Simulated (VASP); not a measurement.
Input of a VASP 6.6.1 run:

INCAR

```
SYSTEM = Al3HRu4
PREC = Accurate ; ENCUT = 520
EDIFF = 1E-6 ; ISMEAR = 0
SIGMA = 0.1 ; LREAL = .FALSE.
LASPH = .TRUE. ; NELM = 60
ALGO = Normal ; ISIF = 2
LWAVE = .FALSE. ; LCHARG = .FALSE.
LDIPOL = .TRUE. ; IDIPOL = 3
DIPOL = 0.5 0.5 0.485 ; GGA = PS
NBANDS = 43
```

The input KPOINTS:

```
regular mesh
0
G
  10 10 1
  0 0 0
```

Contents of POSCAR:

```
Al3HRu4
1.0
    2.9764078218      0.0000000000      0.0000000000
    0.0000000000      2.9764078218      0.0000000000
    0.0000000000      0.0000000000     27.9292234653
Ru Al H
4 3 1
Direct
    0.5000000000      0.5000000000      0.3043407207
    0.5000000000      0.5000000000      0.4109103798
    0.5000000000      0.5000000000      0.5158760144
    0.5000000000      0.5000000000      0.6222038453
    0.0000000000      0.0000000000      0.3576255503
    0.0000000000      0.0000000000      0.4634611059
    0.0000000000      0.0000000000      0.5675559482
    0.0000000000      0.0000000000      0.6372166929
```

Potentials or basis: VASP PAW PBE potentials, release 64 (Ru_pv, Al, H).

The run is started by

```console
$ cat potpaw_PBE.64/Ru_pv/POTCAR potpaw_PBE.64/Al/POTCAR potpaw_PBE.64/H/POTCAR > POTCAR
$ mpirun -np 1 vasp_std > vasp.out
```

(1) Estimate the band gap on the k mesh.

(2) Predict the largest force.

Results:

(1) zero (bands 33 and 34 overlap by 2.08 eV).

(2) 0.690 eV/Å.

Caveat: the PAW data sets were made with another functional, which shifts forces and pressure a little.
